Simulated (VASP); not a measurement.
# Si5Te: relaxation of cell and atoms with PBE

Si5Te:

```
Si Te
1.0
     2.25355   -7.48533    0.00000
     2.25355    7.48533    0.00000
     0.00000    0.00000    3.86937
Si Te
5 1
Direct
  0.21341 0.78659 0.00000
  0.11999 0.88001 0.50000
  0.00000 0.00000 0.00000
  0.88001 0.11999 0.50000
  0.78659 0.21341 0.00000
  0.50000 0.50000 0.50000
```

```json
{"Program": "VASP 6.6.1", "Task": "relaxation of cell and atoms", "Functional": "PBE", "Potentials or basis": "VASP PAW PBE potentials, release 64 (Si, Te)", "Cutoff": "600 eV", "k mesh": "10 × 10 × 10", "Occupations": "gaussian, width 0.1 eV", "Spin": "no spin polarisation", "Dipole correction": "no", "Further INCAR settings": "ALGO = Fast; EDIFF = 1e-06; IBRION = 2; EDIFFG = -0.01; NSW = 100; ISIF = 3"}
```

| Quantity | Value |
| --- | --- |
| Relaxed volume | 21.70 Å³/atom |
| Relaxed cell | a = 7.779 Å, b = 7.779 Å, c = 3.861 Å, α = 90.00°, β = 90.00°, γ = 146.13° |
| Space group after relaxing (to 0.1 Å) | Cmmm (No. 65) |
| Energy gained by relaxing | 0.2 meV/atom |
| Ionic steps | 9 |
| Pressure after relaxing | 0.0 GPa |
| Largest force after relaxing | 0.008 eV/Å |
| Band gap on the k mesh | zero (bands 13 and 14 overlap by 1.02 eV) |

Forces in eV/Å, atoms in the order of the input:
```
Si   0.000  0.000  0.000
Si   0.000  0.008  0.000
Si   0.000  0.000  0.000
Si   0.000 -0.008  0.000
Si   0.000  0.000  0.000
Te   0.000  0.000  0.000
```

The path:
| step | energy change (eV) | largest force (eV/Å) | pressure (GPa) | volume (Å³) |
| --- | --- | --- | --- | --- |
| 1 | 0.0000 | 0.0186 | -0.02 | 130.54 |
| 2 | -0.0003 | 0.0272 | -0.01 | 130.50 |
| 3 | -0.0005 | 0.0515 | 0.03 | 130.39 |
| 4 | -0.0007 | 0.0381 | 0.00 | 130.40 |
| 5 | -0.0008 | 0.0147 | -0.06 | 130.42 |
| 6 | -0.0009 | 0.0154 | -0.01 | 130.29 |
| 7 | -0.0010 | 0.0159 | 0.06 | 130.14 |
| 8 | -0.0010 | 0.0100 | 0.05 | 130.16 |
| 9 | -0.0011 | 0.0080 | 0.02 | 130.21 |

Final structure:
```xyz
6
Lattice="2.2659 -7.4414 0.0000 2.2659 7.4414 0.0000 0.0000 0.0000 3.8613" Properties=species:S:1:pos:R:3 pbc="T T T"
Si    2.2659    4.2461    0.0000
Si    2.2659    5.6477    1.9307
Si    0.0000    0.0000    0.0000
Si    2.2659   -5.6477    1.9307
Si    2.2659   -4.2461    0.0000
Te    2.2659    0.0000    1.9307
```

Levels at points of the mesh, in eV from the Fermi level:
| k point | band 11 | band 12 | band 13 | band 14 | band 15 | band 16 |
| --- | --- | --- | --- | --- | --- | --- |
| (0.00, 0.00, 0.00) | -1.42 | -0.61 | -0.28 | -0.12 | 0.52 | 1.07 |
| (0.50, 0.00, 0.00) | -1.59 | -1.37 | 0.12 | 0.36 | 0.85 | 1.61 |
| (0.50, 0.50, 0.00) | -1.44 | -1.12 | -0.75 | -0.50 | -0.20 | 2.43 |
| (0.00, 0.00, 0.50) | -2.34 | -1.26 | -1.06 | -0.36 | -0.20 | 1.03 |
| (0.50, 0.00, 0.50) | -2.41 | -2.32 | 0.29 | 0.51 | 1.02 | 2.05 |
| (0.50, 0.50, 0.50) | -2.78 | -1.50 | -0.78 | 0.13 | 0.15 | 0.16 |

It took 59 min on 1 thread of Oxide Virtual Turin-like Processor (shared host), peak memory 0.67 GiB.

Caveat: spin-orbit coupling is left out, which moves the levels of the heavy elements.
